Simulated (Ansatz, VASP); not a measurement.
TiO2 in VASP and in Ansatz

Contents of INCAR:

```
  PREC = Accurate
  ENCUT = 600
  EDIFF = 1E-6
  ISMEAR = 0
  SIGMA = 0.02
  LREAL = False
  LASPH = True
  NELM = 100
  ALGO = Normal
  ISIF = 3
  LWAVE = False
  LCHARG = False
  GGA = PE
  IBRION = 2
  NSW = 80
  EDIFFG = -0.01
```

File KPOINTS:

```
Automatic mesh
0
Gamma
  6 6 10
```

Contents of POSCAR:

```
TiO2
1.0
    4.6427352123      0.0000000000      0.0000000000
    0.0000000000      4.6428957854      0.0000000000
    0.0000000000      0.0000000000      2.9640399799
Ti O
2 4
Direct
    0.5000000000      0.5000000000      0.5000000000
    0.0000000000      0.0000000000      0.0000000000
    0.3050663260      0.3051034382      0.0000000000
    0.8050663260      0.1948965618      0.5000000000
    0.1949336740      0.8051034382      0.5000000000
    0.6949336740      0.6948965618      0.0000000000
```

Input for Ansatz:

```yaml
crystal:
  lattice:
    - [4.6427352123, 0.0, 0.0]
    - [0.0, 4.6428957854, 0.0]
    - [0.0, 0.0, 2.9640399799]
  atoms:
    - { symbol: Ti, position: [0.5, 0.5, 0.5] }
    - { symbol: Ti, position: [0.0, 0.0, 0.0] }
    - { symbol: O, position: [0.305066326, 0.3051034382, 0.0] }
    - { symbol: O, position: [0.805066326, 0.1948965618, 0.5] }
    - { symbol: O, position: [0.194933674, 0.8051034382, 0.5] }
    - { symbol: O, position: [0.694933674, 0.6948965618, 0.0] }
basis:
  ecutwfc: 420
kpoints:
  mp_grid: { grid: [6, 6, 10] }
hamiltonian:
  xc: pbe
scf:
  occupations: { method: gaussian, width: 0.02 }
output:
  forces: true
  stress: true
  eigenvalues: true
relax:
  adjacent_minimum: "off"
  f_tol: 0.01
  max_steps: 60
  cell: { stress_tol: 0.1 }
```

Alike in both runs: task relaxation of cell and atoms; functional PBE; k mesh 6 × 6 × 10; occupations gaussian, width 0.02 eV; no spin polarisation.

|  | VASP | Ansatz |
| --- | --- | --- |
| version | VASP 6.6.1 | Ansatz 0.2.0 |
| potentials or method | VASP PAW PBE potentials, release 64 (Ti_sv, O), cutoff 600 eV | scalar-relativistic, plane waves, PAW |
| valence electrons in the cell | 48 | 48 |

```csv
,VASP,Ansatz,Ansatz less VASP
"gap on the k mesh at the Fermi level, each at its own relaxed structure (eV)",1.83,1.86,+0.032
relaxed volume (Å³/atom),10.67,10.65,-0.020
relaxed length of the cell vector where the two differ most in proportion (Å),2.967,2.964,-0.0025
```
